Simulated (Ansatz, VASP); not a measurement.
# One calculation of Rh, two programs

```xyz
1
Lattice="0.0000 1.9155 1.9155 1.9153 0.0000 1.9155 1.9153 1.9155 0.0000" Properties=species:S:1:pos:R:3 pbc="T T T"
Rh    0.0000    0.0000    0.0000
```

Change from the starting cell: cell sheared at random, sigma 0.1, atoms nudged by 0.01 Å; relaxed back.

Alike in both runs: functional PBE; k mesh 16 × 16 × 16; occupations gaussian, width 0.15 eV; no spin polarisation.

Ansatz relaxed the structure, and its values are those at the end. VASP's run is a single point on that final structure, the one shown.

```csv
,VASP,Ansatz
version,VASP 6.6.1,Ansatz 0.2.0
potentials or method,"VASP PAW PBE potentials, release 64 (Rh_pv), cutoff 520 eV","scalar-relativistic, plane waves, PAW"
valence electrons in the cell,15,17
```

```csv
,VASP,Ansatz,Ansatz less VASP
gap on the k mesh at the Fermi level (eV),none,none,-
pressure (GPa),0.0,0.0,-0.03
```

A gap of «none» marks a metal or a gap that the smearing closes. VASP's potentials hold 15 valence electrons a cell and Ansatz's 17, so a difference there can come from the potentials and not from the codes.
